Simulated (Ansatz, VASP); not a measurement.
## One calculation of Mg2SO, two programs

```
O Mg S
1.0
     3.40839    0.00000    0.00000
     0.00000    3.40839    0.00000
     0.00000    0.00000    4.76112
O Mg S
1 2 1
Direct
  0.00000 0.00000 0.00000
  0.00000 0.00000 0.50000
  0.50000 0.50000 0.00000
  0.50000 0.50000 0.50000
```

Alike in both runs: task single point; functional r2SCAN; k mesh 8 × 8 × 6; no spin polarisation.

|  | VASP | Ansatz |
| --- | --- | --- |
| version | VASP 6.6.1 | Ansatz 0.2.0 |
| potentials or method | VASP PAW PBE potentials, release 64 (O, Mg, S) | plane waves, PAW |
| plane-wave cutoff (eV) | 520 | 500 |
| occupations | gaussian, width 0.01 eV | fixed |
| valence electrons in the cell | 16 | 32 |

|  | VASP | Ansatz | Ansatz less VASP |
| --- | --- | --- | --- |
| gap on the k mesh at the Fermi level (eV) | 3.95 | 3.98 | +0.027 |
| pressure (GPa) | -0.6 | 0.0 | +0.58 |

VASP's potentials were made for PBE, not for r2SCAN. VASP's potentials hold 16 valence electrons a cell and Ansatz's 32, so a difference there can come from the potentials and not from the codes.
